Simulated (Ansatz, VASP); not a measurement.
**ZnO: VASP beside Ansatz**

Contents of INCAR:

```
SYSTEM = ZnO
ALGO = Normal ; EDIFF = 1E-6
ENCUT = 520 ; GGA = PE
ISIF = 2 ; ISMEAR = 0
LASPH = .TRUE. ; LCHARG = .FALSE.
LREAL = .FALSE. ; LWAVE = .FALSE.
NBANDS = 26 ; NELM = 80
PREC = Accurate ; SIGMA = 0.01
```

KPOINTS

```
k-points
0
G
  12 12 4
  0 0 0
```

Contents of POSCAR:

```
ZnO
1.0
    3.2920689824      0.0000000000      0.0000000000
   -1.6460294254      2.8510102992      0.0000000000
    0.0000000000      0.0000000000      5.2742140401
Zn O
2 2
Direct
    0.3333333333      0.6666666667      0.5000000000
    0.6666666667      0.3333333333      0.0000000000
    0.6666666667      0.3333333333      0.3790100000
    0.3333333333      0.6666666667      0.8790100000
```

Input for Ansatz:

```yaml
crystal:
  lattice:
    - [3.29206898242694, 0.0, 0.0]
    - [-1.646029425416451, 2.8510102991619024, 0.0]
    - [0.0, 0.0, 5.274214040060735]
  atoms:
    - { symbol: Zn, position: [0.3333333333333333, 0.6666666666666666, 0.5] }
    - { symbol: Zn, position: [0.6666666666666666, 0.3333333333333333, 0.0] }
    - { symbol: O, position: [0.6666666666666666, 0.3333333333333333, 0.37901] }
    - { symbol: O, position: [0.3333333333333333, 0.6666666666666666, 0.87901] }
basis:
  ecutwfc: 500.0
kpoints:
  mp_grid:
    grid: [12, 12, 4]
hamiltonian:
  xc: pbe
  pseudopotentials:
    kind: paw
scf:
  occupations:
    method: fixed
output:
  stress: true
```

Alike in both runs: task single point; functional PBE; k mesh 12 × 12 × 4; no spin polarisation.

|  | VASP | Ansatz |
| --- | --- | --- |
| version | VASP 6.6.1 | Ansatz 0.2.0 |
| potentials or method | VASP PAW PBE potentials, release 64 (Zn, O), cutoff 520 eV | plane waves, PAW |
| occupations | gaussian, width 0.01 eV | fixed |
| valence electrons in the cell | 36 | 36 |

```csv
,VASP,Ansatz,Ansatz less VASP
pressure (GPa),0.4,-0.5,-0.92
"traceless stress, the component that is largest in VASP (GPa)",1.05,1.00,-0.050
```

Ansatz's warnings: structure snapped to symmetry.
